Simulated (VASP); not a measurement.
## Co: density of states with PBE

Crystal: Co.

```
CELL_PARAMETERS angstrom
-1.38148 1.38148 1.38148
1.38148 -1.38148 1.38148
1.38148 1.38148 -1.38148
ATOMIC_POSITIONS crystal
Co 0.00000 0.00000 0.00000
```

```
Program                 : VASP 6.6.1
Task                    : density of states
Functional              : PBE
Potentials or basis     : VASP PAW PBE potentials, release 64 (Co)
Cutoff                  : 520 eV
k mesh                  : 21 × 21 × 21
Occupations             : fermi-dirac, width 0.05 eV
Spin                    : no spin polarisation
Dipole correction       : no
k mesh for the DOS      : 32 × 32 × 32
Occupations for the DOS : tetrahedron
Further INCAR settings  : ALGO = Normal; EDIFF = 1e-06
```

```yaml
Valence_electrons_inside_the_program's_atomic_spheres: Co 8.33
```

Levels at points of the mesh, in eV from the Fermi level:
```csv
k point,band 1,band 2,band 3,band 4,band 5,band 6,band 7,band 8
"(0.00, 0.00, 0.00)",-8.88,-1.79,-1.79,-1.79,-0.24,-0.24,26.11,26.11
"(0.50, 0.00, 0.00)",-4.60,-2.92,-0.28,-0.04,0.44,0.93,7.78,19.22
"(0.50, 0.50, 0.50)",-4.26,-4.26,0.66,0.66,0.66,10.34,10.34,10.34
```

Wall time 85 s on 1 thread of AMD EPYC 7R43 64-Core Processor (Zen 3), on a shared host, peak memory 0.22 GiB.

Caveat: the run has no spin polarisation, though such a crystal can be magnetic. Spin polarisation is off, so any magnetic state and its effect on volume and gap are missing.
